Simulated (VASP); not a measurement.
Set up this calculation in VASP 6.6.1, as the native input.

```
Task                   : single point
Functional             : PBE
Potentials or basis    : VASP PAW PBE potentials, release 64 (Ce, O)
Cutoff                 : 520 eV
k mesh                 : 10 × 10 × 10
Occupations            : gaussian, width 0.05 eV
Spin                   : no spin polarisation
Dipole correction      : no
Further INCAR settings : ALGO = Normal; EDIFF = 1e-06; NBANDS = 19
```

The structure of CeO2 lies in POSCAR:

```
CeO2
1.0
    1.9316244551      1.1152238991      3.1555473298
   -1.9316244551      1.1152238991      3.1555473298
    0.0000000000     -2.2304477983      3.1555473297
Ce O
1 2
Direct
    0.0126760894      0.0126760894      0.0126760894
    0.2499945096      0.2499945096      0.2499945096
    0.7500054904      0.7500054904      0.7500054904
```

This cell differs from its parent crystal: atom 1 (Ce) moved 0.12 Å along z.

These files were run (other wordings do the same):

INCAR

```
PREC = Accurate
ENCUT = 520
EDIFF = 1E-6
ISMEAR = 0
SIGMA = 0.05
LREAL = False
LASPH = True
NELM = 80
ALGO = Normal
ISIF = 2
LWAVE = False
LCHARG = False
GGA = PE
NBANDS = 19
```

KPOINTS

```
regular mesh
0
Gamma
  10 10 10
```

Potentials or basis: VASP PAW PBE potentials, release 64 (Ce, O).

The run is started by

```sh
$ cat potpaw_PBE.64/Ce/POTCAR potpaw_PBE.64/O/POTCAR > POTCAR
$ mpirun -np 1 vasp_std > vasp.out
```

Results of the run:

```yaml
Pressure: 0.9 GPa
Largest_force: 0.771 eV/Å
Band_gap_on_the_k_mesh: 1.91 eV (least direct gap 1.96 eV)
```

Caveat: the cell differs from its parent crystal (atom 1 (Ce) moved 0.12 Å along z); spin-orbit coupling is left out, which moves the levels of the heavy elements.

Run time: 120 s on 1 thread of AMD EPYC 9R45 96-Core Processor (Zen 5) (shared host), peak memory 0.22 GiB.
